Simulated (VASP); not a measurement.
# AlNi (WC type) (P-6m2) in VASP: notebook

The runs below take AlNi (WC type) through single point, relaxation of cell and atoms, with PBE.

Program: VASP 6.6.1. These are calculated values, not measurements. Logs are shortened: lines on timing, memory, paths and dates and some standing lists are left out, and cuts for length are marked.

## (1) The cell of the first run

Symmetry: P-6m2, No. 187, hexagonal system. The conventional cell has a = 2.757 Å, b = 2.757 Å, c = 3.822 Å, α = 90.00°, β = 90.00°, γ = 120.00°. Within 3.3 Å of Ni (site symmetry -6m2) lie 6 Al at 2.49 Å and 6 Ni at 2.76 Å. Al (site symmetry -6m2) has 6 Ni at 2.49 Å and 6 Al at 2.76 Å within 3.3 Å.

## (2) Single point, PBE

File INCAR:

```
SYSTEM = AlNi
  PREC = Accurate
  ENCUT = 520
  EDIFF = 1E-7
  ISMEAR = -1
  SIGMA = 0.08
  LREAL = .FALSE.
  LASPH = .TRUE.
  NELM = 60
  ALGO = Normal
  ISIF = 2
  LWAVE = .FALSE.
  LCHARG = .FALSE.
  GGA = PE
  NBANDS = 14
```

File KPOINTS:

```
Automatic mesh
0
G
  14 14 12
  0 0 0
```

File POSCAR:

```
AlNi
1.0
    2.7573257611      0.0000000000      0.0000000000
   -1.3786628805      2.3879141556      0.0000000000
    0.0000000000      0.0000000000      3.8223804548
Ni Al
1 1
Direct
    0.0000000000      0.0000000000      0.0000000000
    0.3333333333      0.6666666667      0.5000000000
```

Potentials or basis: VASP PAW PBE potentials, release 64 (Ni, Al).

Run with:

```sh
$ cat potpaw_PBE.64/Ni/POTCAR potpaw_PBE.64/Al/POTCAR > POTCAR
$ mpirun -np 1 vasp_std > vasp.out
```

OUTCAR:

```text
SYSTEM = AlNi
   PREC = Accurate
   ENCUT = 520
   EDIFF = 1E-7
   ISMEAR = -1
   LREAL = .FALSE.
   LASPH = .TRUE.
   NELM = 60
   ISIF = 2
   GGA = PE

 ion  position               nearest neighbor table
   1  0.000  0.000  0.000-   2 2.49   2 2.49   2 2.49   2 2.49   2 2.49   2 2.49
   2  0.333  0.667  0.500-   1 2.49   1 2.49   1 2.49   1 2.49   1 2.49   1 2.49

  LATTYP: Found a hexagonal cell.
 ALAT       =     2.7573257611
 C/A-ratio  =     1.3862636431

  Lattice vectors:

 A1 = (   2.7573257611,   0.0000000000,   0.0000000000)
 A2 = (  -1.3786628805,   2.3879141556,   0.0000000000)
 A3 = (   0.0000000000,   0.0000000000,   3.8223804548)

Analysis of symmetry for initial positions (statically):
=====================================================================
 Subroutine PRICEL returns:
 Original cell was already a primitive cell.

 Routine SETGRP: Setting up the symmetry group for a
 hexagonal supercell.

 Subroutine GETGRP returns: Found 12 space group operations
 (whereof 12 operations were pure point group operations)
 out of a pool of 24 trial point group operations.

The static configuration has the point symmetry D_3h.

Analysis of symmetry for dynamics (positions and initial velocities):
=====================================================================
 Subroutine PRICEL returns:
 Original cell was already a primitive cell.

 Routine SETGRP: Setting up the symmetry group for a
 hexagonal supercell.

 Subroutine GETGRP returns: Found 12 space group operations
 (whereof 12 operations were pure point group operations)
 out of a pool of 24 trial point group operations.

The dynamic configuration has the point symmetry D_3h.

 Subroutine INISYM returns: Found 12 space group operations
 (whereof 12 operations are pure point group operations),
 and found     1 'primitive' translations

----------------------------------------------------------------------------------------

                                     Primitive cell

  volume of cell :      25.1675

  direct lattice vectors                    reciprocal lattice vectors
     2.757325761  0.000000000  0.000000000     0.362670242  0.209387762  0.000000000
    -1.378662881  2.387914156  0.000000000     0.000000000  0.418775523  0.000000000
     0.000000000  0.000000000  3.822380455     0.000000000  0.000000000  0.261617077

[... 84 lines left out ...]
   LREAL  =      F    real-space projection
   EDIFFG = 0.1E-05   stopping-criterion for IOM
   NSW    =      0    number of steps for IOM
   IBRION =     -1    ionic relax: 0-MD 1-quasi-New 2-CG
   NFREE  =      0    steps in history (QN), initial steepest desc. (CG)
   ISIF   =      2    stress and relaxation
   ISYM   =      2    0-nonsym 1-usesym 2-fastsym
   POTIM  = 0.5000    time-step for ionic-motion
   TEBEG  =    0.0;   TEEND  =   0.0 temperature during run
   PSTRESS=    0.0 pullay stress
   NELECT =      13.0000    total number of electrons
   NUPDOWN=      -1.0000    fix difference up-down
   EMIN   =  10.00;   EMAX   =-10.00  energy-range for DOS
   EFERMI =   0.00;   METHOD = LEGACY
   ISMEAR =    -1;   SIGMA  =   0.08  broadening in eV -4-tet -1-fermi 0-gaus
   EFERMI_NEDOS =   21; number of points for ismear=-14 and -15
   IALGO  =     38    algorithm
   IMIX   =      4    mixing-type and parameters
     AMIX     =   0.40;   BMIX     =  1.00
     AMIX_MAG =   1.60;   BMIX_MAG =  1.00
  volume/ion in A,a.u.               =      12.58        84.92
  Fermi-wavevector in a.u.,A,eV,Ry     =   1.313537  2.482225 23.475220  1.725380
  Thomas-Fermi vector in A             =   2.443853
   LORBIT       =      0    0 simple, 1 ext, 2 COOP (PROOUT), +10 PAW based schemes
   GGA     = PE    functional components
   LHFCALC =     F    Hartree Fock is set to
   AEXX    =    0.0000 exact exchange contribution
   IVDW    =     0    specifies the selected vdW correction
   LEPSILON=     F    determine dielectric tensor
   LRPA    =     F    only Hartree local field effects (RPA)
 non-spin polarized calculation
  energy-cutoff  :      520.00
  volume of cell :       25.17
 maximum number of plane-waves:       693
 NGX is ok and might be reduce to    24
   NGX = 11   NGY = 11   NGZ = 15

 number of electron      13.0000004 magnetization

 Free energy of the ion-electron system (eV)
  ---------------------------------------------------
  ext. energy  EPLUGINS =         0.00000000
  ---------------------------------------------------
  free energy    TOTEN  =       -10.16752062 eV

  energy without entropy =      -10.15076611  energy(sigma->0) =      -10.15914337

 E-fermi :   9.2620     XC(G=0): -11.7968

 val. band max:        9.2588318851   @ k =   0.5000  -0.0000   0.1667
 cond. band min:       9.2957829142   @ k =   0.3571   0.1429   0.5000
 fundamental gap:      0.0369510291
 Fermi energy:         9.2619928039

 k-point     1 :       0.0000    0.0000    0.0000
  band No.  band energies     occupation
      1      -1.5595      2.00000
      2       5.6845      2.00000
      3       7.5057      2.00000
      4       7.5057      2.00000
      5       7.8552      2.00000
      6       7.8847      2.00000
      7       7.8847      2.00000
      8      12.2488      0.00000
      9      21.9046      0.00000
     10      21.9046      0.00000
     11      23.5533      0.00000
     12      23.5533      0.00000
     13      25.4022      0.00000
     14      27.5842      0.00000
[... 377 lines left out ...]
      1       5.0173      2.00000
      2       5.6776      2.00000
      3       6.1507      2.00000
      4       6.5748      2.00000
      5       6.9094      2.00000
      6       9.0208      1.90649
      7       9.6906      0.00938
      8      10.3302      0.00000
      9      15.7870      0.00000
     10      17.5563      0.00000
     11      18.0528      0.00000
     12      19.3614      0.00000
     13      19.7546      0.00000
     14      21.5764      0.00000

 [... further k-points ...]
[... 5 lines left out ...]
  --------------------------------------------------------------------------------------
  -------------------------------------------------------------------------------------
  Total        0.0147923      0.0147923     -0.0034618      0.0000000      0.0000000      0.0000000
  in kB        0.9416844      0.9416844     -0.2203821      0.0000000      0.0000000      0.0000000
  external PRESSURE =       0.5543289 kB  Pullay stress =       0.0000000 kB

 VOLUME and BASIS-vectors are now :
 -----------------------------------------------------------------------------
  energy-cutoff  :      520.00
  volume of cell :       25.17
      direct lattice vectors                 reciprocal lattice vectors
     2.757325761  0.000000000  0.000000000     0.362670242  0.209387762  0.000000000
    -1.378662881  2.387914156  0.000000000     0.000000000  0.418775523  0.000000000
     0.000000000  0.000000000  3.822380455     0.000000000  0.000000000  0.261617077

 POSITION                                       TOTAL-FORCE (eV/Angst)
 -----------------------------------------------------------------------------------
      0.00000      0.00000      0.00000         0.000000      0.000000      0.000000
     -0.00000      1.59194      1.91119        -0.000000      0.000000      0.000000
 -----------------------------------------------------------------------------------
    total drift:                                0.000000     -0.000000      0.000000

  FREE ENERGIE OF THE ION-ELECTRON SYSTEM (eV)
  ---------------------------------------------------
  free  energy   TOTEN  =       -10.1675206219 eV

  energy  without entropy=      -10.1507661133  energy(sigma->0) =      -10.15914337
```

OSZICAR:

```text
N       E                     dE             d eps       ncg     rms          rms(c)
DAV:   1     0.410566250638E+02    0.41057E+02   -0.54241E+03  4744   0.968E+02
DAV:   2    -0.986031864536E+01   -0.50917E+02   -0.45727E+02  5100   0.178E+02
DAV:   3    -0.116963721119E+02   -0.18361E+01   -0.18172E+01  5824   0.374E+01
DAV:   4    -0.117221395739E+02   -0.25767E-01   -0.25761E-01  5586   0.401E+00
DAV:   5    -0.117229275935E+02   -0.78802E-03   -0.78800E-03  6104   0.756E-01    0.121E+01
DAV:   6    -0.144367638944E+02   -0.27138E+01   -0.55708E+01  5744   0.100E+02    0.181E+01
DAV:   7    -0.102222568008E+02    0.42145E+01   -0.15856E+01  5598   0.594E+01    0.148E+00
DAV:   8    -0.101827565467E+02    0.39500E-01   -0.43317E-01  6218   0.705E+00    0.102E+00
DAV:   9    -0.101680901221E+02    0.14666E-01   -0.52052E-02  6072   0.300E+00    0.245E-01
DAV:  10    -0.101676066014E+02    0.48352E-03   -0.49334E-03  6406   0.953E-01    0.116E-01
DAV:  11    -0.101675351091E+02    0.71492E-04   -0.84729E-04  6592   0.331E-01    0.454E-02
DAV:  12    -0.101675216925E+02    0.13417E-04   -0.55137E-05  6924   0.916E-02    0.109E-02
DAV:  13    -0.101675207146E+02    0.97793E-06   -0.42094E-06  7172   0.219E-02    0.244E-03
DAV:  14    -0.101675205731E+02    0.14147E-06   -0.11604E-07  3670   0.284E-03    0.982E-04
DAV:  15    -0.101675206219E+02   -0.48796E-07   -0.27391E-08  2838   0.204E-03
   1 F= -.10167521E+02 E0= -.10159143E+02  d E =-.167545E-01
```

stdout:

```text
POSCAR found type information on POSCAR NiAl
 POSCAR found :  2 types and       2 ions
 scaLAPACK will be used
 LDA part: xc-table for (Slater+PW92), standard interpolation
 POSCAR, INCAR and KPOINTS ok, starting setup
 FFT: planning ... GRIDC
 FFT: planning ... GRID_SOFT
 FFT: planning ... GRID
 WAVECAR not read
 entering main loop
```

Wall time 34 s (1 thread of Intel Xeon 6975P-C, shared host); peak memory 0.19 GiB.

Results:

- Free energy: -10.1675 eV
- Pressure: 0.1 GPa

Spin polarisation is off, so any magnetic state and its effect on volume and gap are missing.

## (3) Single point, PBE

File INCAR:

```
SYSTEM = AlNi
PREC = Accurate ; ENCUT = 520
EDIFF = 1E-6 ; ISMEAR = -1
SIGMA = 0.08 ; LREAL = .FALSE.
LASPH = .TRUE. ; NELM = 100
ALGO = Normal ; ISIF = 2
LWAVE = .FALSE. ; LCHARG = .TRUE.
GGA = PE ; LELF = .TRUE.
LVHAR = .TRUE. ; NBANDS = 14
```

KPOINTS is that of step 2.

File POSCAR:

```
AlNi
1.0
    2.7568131713      0.0000000000      0.0000000000
   -1.3784065856      2.3874702398      0.0000000000
    0.0000000000      0.0000000000      3.8223482529
Ni Al
1 1
Direct
    0.0000000000      0.0000000000      0.0000000000
    0.3333333333      0.6666666667      0.5000000000
```

Potentials or basis: VASP PAW PBE potentials, release 64 (Ni, Al).

Run with:

```sh
$ cat potpaw_PBE.64/Ni/POTCAR potpaw_PBE.64/Al/POTCAR > POTCAR
$ mpirun -np 1 vasp_std > vasp.out
```

Wall time 33 s (1 thread of Intel Xeon 6975P-C, shared host); peak memory 0.19 GiB.

Results (log left out):

| Item | Value |
| --- | --- |
| Free energy | -10.1675 eV |
| Pressure | 0.1 GPa |

Stress tensor (GPa, compression positive):
```
 0.12  0.00  0.00
 0.00  0.12  0.00
 0.00  0.00 -0.01
```

Levels at points of the mesh, in eV from the Fermi level:
| k point | band 5 | band 6 | band 7 | band 8 | band 9 | band 10 |
| --- | --- | --- | --- | --- | --- | --- |
| (0.00, 0.00, 0.00) | -1.41 | -1.38 | -1.38 | 2.99 | 12.65 | 12.65 |
| (0.50, 0.00, 0.00) | -1.66 | -0.58 | 0.33 | 4.60 | 6.22 | 7.41 |
| (0.00, 0.00, 0.50) | -1.74 | -1.46 | -1.46 | 10.36 | 14.02 | 14.02 |
| (0.50, 0.00, 0.50) | -1.79 | -1.04 | -0.58 | 1.43 | 2.44 | 9.82 |

Spin polarisation is off, so any magnetic state and its effect on volume and gap are missing.

## (4) Relaxation of cell and atoms, PBE, target pressure 0.0033 GPa, at which the enthalpy is minimised

File INCAR:

```
SYSTEM = AlNi
PREC = Accurate ; ENCUT = 600
EDIFF = 1E-6 ; ISMEAR = -1
SIGMA = 0.08 ; LREAL = .FALSE.
LASPH = .TRUE. ; NELM = 80
ALGO = Normal ; ISIF = 3
LWAVE = .FALSE. ; LCHARG = .FALSE.
GGA = PE ; IBRION = 2
NSW = 32 ; EDIFFG = -0.005
PSTRESS = 0.033
```

File KPOINTS:

```
regular mesh
0
G
  14 14 12
  0 0 0
```

File POSCAR:

```
AlNi
1.0
    2.7573257610      0.0000000000      0.0000000000
   -1.3786628805      2.3879141556      0.0000000000
    0.0000000000      0.0000000000      3.8223804548
Ni Al
1 1
Direct
    0.0000000000      0.0000000000      0.0000000000
    0.3333333333      0.6666666667      0.5000000000
```

Run with:

```sh
$ cat potpaw_PBE.64/Ni/POTCAR potpaw_PBE.64/Al/POTCAR > POTCAR
$ mpirun -np 1 vasp_std > vasp.out
```

It took 40 s on 1 thread of Intel Xeon Platinum 8259CL at 2.50GHz (Skylake/Cascade Lake), shared host; peak memory 0.2 GiB.

It converged, with:

| Quantity | Value |
| --- | --- |
| Free energy | -10.1673 eV |
| Energy change on relaxing (the enthalpy is what falls) | -0.0 meV/atom |
| Ionic steps | 2 |
| Pressure after relaxing | 0.0 GPa |

Final structure:
```
Ni Al
1.0
     2.75781    0.00000    0.00000
    -1.37890    2.38833    0.00000
     0.00000    0.00000    3.82137
Ni Al
1 1
Direct
  0.00000 0.00000 0.00000
  0.33333 0.66667 0.50000
```

Levels at points of the mesh, in eV from the Fermi level:
```
           k point  band 3  band 4  band 5  band 6  band 7  band 8  band 9  band 10
(0.00, 0.00, 0.00)   -1.76   -1.76   -1.40   -1.38   -1.38    2.99   12.64    12.64
(0.50, 0.00, 0.00)   -3.12   -2.86   -1.66   -0.58    0.33    4.61    6.23     7.40
(0.00, 0.00, 0.50)   -2.32   -1.74   -1.74   -1.46   -1.46   10.37   14.01    14.01
(0.50, 0.00, 0.50)   -3.17   -1.90   -1.80   -1.04   -0.58    1.43    2.44     9.81
```

Caveat: the cell is relaxed towards a set pressure, so the enthalpy falls and the energy may rise. Spin polarisation is off, so any magnetic state and its effect on volume and gap are missing.

## (5) Relaxation of cell and atoms, PBE, target pressure 0.0033 GPa, at which the enthalpy is minimised

This run uses another cell than the first one, of 14.34 Å³/atom, 1.140 times its volume.

File INCAR:

```
PREC = Accurate ; ENCUT = 600
EDIFF = 1E-6 ; ISMEAR = -1
SIGMA = 0.08 ; LREAL = False
LASPH = True ; NELM = 80
ALGO = Normal ; ISIF = 3
LWAVE = False ; LCHARG = False
GGA = PE ; IBRION = 2
NSW = 60 ; EDIFFG = -0.005
PSTRESS = 0.033
```

File KPOINTS:

```
Automatic mesh
0
Gamma
  14 14 12
```

File POSCAR:

```
AlNi
1.0
    3.2329990414      0.0000000000      0.0000000000
   -1.6164995207      2.7998593002      0.0000000000
    0.0000000000      0.0000000000      3.1683390606
Ni Al
1 1
Direct
    0.0000000000      0.0000000000      0.0000000000
    0.3333333333      0.6666666667      0.5000000000
```

Run with:

```sh
$ cat potpaw_PBE.64/Ni/POTCAR potpaw_PBE.64/Al/POTCAR > POTCAR
$ mpirun -np 1 vasp_std > vasp.out
```

It took 7.8 min on 1 thread of Intel Xeon Platinum 8259CL at 2.50GHz (Skylake/Cascade Lake), shared host; peak memory 0.23 GiB.

The run converged. Its results:

```yaml
Free_energy: -10.1675 eV
Relaxed_volume: 12.59 Å³/atom
Relaxed_cell: a = 2.759 Å, b = 2.759 Å, c = 3.820 Å, α = 90.00°, β = 90.00°, γ = 120.00°
Space_group_after_relaxing_to_0.05_Å: P-6m2 (No. 187)
Energy_change_on_relaxing_the_enthalpy_is_what_falls: -171.1 meV/atom
Ionic_steps: 20
Pressure_after_relaxing: 0.0 GPa
```

Step by step:
| step | energy change (eV) | largest force (eV/Å) | pressure (GPa) | volume (Å³) |
| --- | --- | --- | --- | --- |
| 1 | 0.0000 | 0.0000 | -5.01 | 28.68 |
| 2 | -0.0194 | 0.0000 | 2.47 | 26.86 |
| 3 | -0.0226 | 0.0000 | 0.33 | 27.33 |
| 4 | -0.0302 | 0.0000 | 0.43 | 27.22 |
| 5 | -0.0645 | 0.0000 | 0.81 | 26.86 |
| 6 | -0.1687 | 0.0000 | 1.53 | 26.03 |
| 7 | -0.3158 | 0.0000 | 7.55 | 24.00 |
| 8 | -0.3212 | 0.0000 | 6.07 | 24.31 |
| 9 | -0.3199 | 0.0000 | 6.97 | 24.13 |
| 10 | -0.3228 | 0.0000 | 6.47 | 24.17 |
| 11 | -0.3243 | 0.0000 | 5.53 | 24.24 |
| 12 | -0.3246 | 0.0000 | 5.77 | 24.22 |
| 13 | -0.3276 | 0.0000 | 5.23 | 24.30 |
| 14 | -0.3349 | 0.0000 | 3.64 | 24.55 |
| 15 | -0.3420 | 0.0000 | 0.76 | 25.04 |
| 16 | -0.3423 | 0.0000 | 0.09 | 25.17 |
| 17 | -0.3423 | 0.0000 | -0.01 | 25.19 |
| 18 | -0.3423 | 0.0000 | -0.11 | 25.18 |
| 19 | -0.3423 | 0.0000 | 0.00 | 25.18 |
| 20 | -0.3423 | 0.0000 | 0.02 | 25.18 |

Final structure:
```
Ni Al
1.0
     2.75860    0.00000    0.00000
    -1.37930    2.38902    0.00000
     0.00000    0.00000    3.82030
Ni Al
1 1
Direct
  0.00000 0.00000 0.00000
  0.33333 0.66667 0.50000
```

Levels at points of the mesh, in eV from the Fermi level:
```csv
k point,band 5,band 6,band 7,band 8,band 9,band 10
"(0.00, 0.00, 0.00)",-1.39,-1.38,-1.38,3.00,12.63,12.63
"(0.50, 0.00, 0.00)",-1.66,-0.58,0.32,4.61,6.23,7.39
"(0.00, 0.00, 0.50)",-1.74,-1.46,-1.46,10.38,14.00,14.00
"(0.50, 0.00, 0.50)",-1.80,-1.04,-0.58,1.43,2.43,9.81
```

Caveat: the cell is relaxed towards a set pressure, so the enthalpy falls and the energy may rise. Spin polarisation is off, so any magnetic state and its effect on volume and gap are missing.

## (6) Overview

| task | cell | cutoff (eV) | gap on the mesh (eV) | pressure (GPa) |
| --- | --- | --- | --- | --- |
| single point | a = 2.757, b = 2.757, c = 3.822 Å, angles 90.0, 90.0, 120.0°, 2 atoms | 520 | none | 0.1 |
| relaxation of cell and atoms | relaxed to 0.0033 GPa from a = 2.757, b = 2.757, c = 3.822 Å, angles 90.0, 90.0, 120.0°, 2 atoms | 600 | none | 0.0 |
| relaxation of cell and atoms | relaxed to 0.0033 GPa from a = 3.233, b = 3.233, c = 3.168 Å, angles 90.0, 90.0, 120.0°, 2 atoms | 600 | none | 0.0 |

Alike in all rows: level PBE; potentials or basis VASP PAW PBE potentials, release 64 (Ni, Al); no spin polarisation; k mesh 14 × 14 × 12; smearing fermi-dirac 0.08 eV.

Caveats: the cell is relaxed towards a set pressure, so the enthalpy falls and the energy may rise (some runs).

Absolute energies hang on the potentials; compare differences alone.
